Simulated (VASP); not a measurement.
Here is a VASP 6.6.1 calculation.

File POSCAR:

```
TaN
1.0
    5.0754481979      0.0000000000      0.0000000000
   -2.5377240990      4.3954670750      0.0000000000
    0.0000000000      0.0000000000      3.0953369529
Ta N
3 3
Direct
    0.0000000000      0.0000000000      0.0000000000
    0.3333333333      0.6666666667      0.5000000000
    0.6666666667      0.3333333333      0.5000000000
    0.5000000000      0.0000000000      0.0000000000
    0.5000000000      0.5000000000      0.0000000000
    0.0000000000      0.5000000000      0.0000000000
```

Contents of INCAR.step1:

```
  PREC = Accurate
  ENCUT = 520
  ISMEAR = 0
  SIGMA = 0.15
  LREAL = False
  LASPH = True
  NELM = 60
  NBANDS = 33
  GGA = PE
  ALGO = Normal
  EDIFF = 1E-4
  LWAVE = True
  LCHARG = False
```

The input INCAR.step2:

```
  PREC = Accurate
  ENCUT = 520
  EDIFF = 1E-6
  ISMEAR = 0
  SIGMA = 0.15
  LREAL = False
  LASPH = True
  NELM = 60
  ALGO = Normal
  ISIF = 2
  LWAVE = False
  LCHARG = False
  METAGGA = R2SCAN
  LMIXTAU = True
  NBANDS = 33
  ISTART = 1
```

Contents of KPOINTS:

```
Automatic mesh
0
Gamma
  12 12 18
```

Potentials or basis: VASP PAW PBE potentials, release 64 (Ta_pv, N).

Launch:

```console
$ cat potpaw_PBE.64/Ta_pv/POTCAR potpaw_PBE.64/N/POTCAR > POTCAR
$ cp INCAR.step1 INCAR
$ mpirun -np 1 vasp_std > vasp.out
$ cp INCAR.step2 INCAR
$ mpirun -np 1 vasp_std > vasp.out
```

What does it give for the pressure?

-4.8 GPa.

What does it give for the band gap on the k mesh?

Zero (bands 24 and 25 overlap by 1.12 eV).

Stress tensor (GPa, compression positive):
```
  6.66   0.00   0.00
  0.00   6.66   0.00
  0.00   0.00 -27.71
```

Caveat: the stress differs along the axes, from -28 to 7 GPa; the PAW data sets were made with another functional, which shifts forces and pressure a little; spin-orbit coupling is left out, which moves the levels of the heavy elements.
